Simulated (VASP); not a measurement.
SiC: single point with PBE0

SiC:

```
Si C
1.0
     0.00000    2.17805    2.17805
     2.17805    0.00000    2.17805
     2.17805    2.17805    0.00000
Si C
1 1
Direct
  0.00000 0.00000 0.00000
  0.25000 0.25000 0.25000
```

| Property | Result |
| --- | --- |
| Program | VASP 6.6.1 |
| Task | single point |
| Functional | PBE0 |
| Potentials or basis | VASP PAW PBE potentials, release 64 (Si, C) |
| Cutoff | 520 eV |
| k mesh | 8 × 8 × 8 |
| Occupations | gaussian, width 0.01 eV |
| Spin | no spin polarisation |

```yaml
Pressure: -1.7 GPa
Band_gap_on_the_k_mesh: 2.96 eV, indirect (least direct gap 6.48 eV)
```

Levels at points of the mesh, in eV from the valence-band top:
| k point | band 2 | band 3 | band 4 | band 5 | band 6 | band 7 |
| --- | --- | --- | --- | --- | --- | --- |
| (0.00, 0.00, 0.00) | 0.00 | 0.00 | 0.00 | 8.30 | 9.35 | 9.35 |
| (0.50, 0.00, 0.00) | -9.41 | -1.16 | -1.16 | 7.40 | 9.24 | 9.24 |
| (0.50, 0.50, 0.00) | -8.60 | -3.51 | -3.51 | 2.96 | 6.12 | 16.74 |

Run time: 20 min on 1 thread of AMD EPYC 7R13 Processor (Zen 3), with other jobs on the host, peak memory 0.13 GiB.

Caveat: the PAW data sets were made with another functional, which shifts forces and pressure a little. A k mesh can miss the band edges.
